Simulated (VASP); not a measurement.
PbS, 2 atoms in the cell. It takes space group Fm-3m (No. 225, cubic). The conventional cell has a = 5.903 Å, b = 5.903 Å, c = 5.903 Å, α = 90.00°, β = 90.00°, γ = 90.00°. Pb (site symmetry m-3m) has 6 S at 2.95 Å within 3.9 Å. S (site symmetry m-3m) has 6 Pb at 2.95 Å within 3.9 Å. 

* Program: VASP 6.6.1
* Task: single point
* Functional: PBEsol
* Potentials or basis: VASP PAW PBE potentials, release 64 (Pb_d, S)
* Cutoff: 520 eV
* k mesh: 10 × 10 × 10
* Occupations: gaussian, width 0.01 eV
* Spin: no spin polarisation
* Dipole correction: no
* Further INCAR settings: ALGO = Normal; EDIFF = 1e-06; NBANDS = 17

Potentials or basis: VASP PAW PBE potentials, release 64 (Pb_d, S).

Run with:

```sh
$ cat potpaw_PBE.64/Pb_d/POTCAR potpaw_PBE.64/S/POTCAR > POTCAR
$ mpirun -np 1 vasp_std > vasp.out
```

Hardware: 1 thread of Intel(R) Xeon(R) Platinum 8488C (Sapphire Rapids), with other jobs on the host.

Question: How long does it take, and how much memory?

Answer: It took 23 s on 1 thread of Intel(R) Xeon(R) Platinum 8488C (Sapphire Rapids), with other jobs on the host, peak memory 0.19 GiB. Counts: scf iterations 12, k points 47.
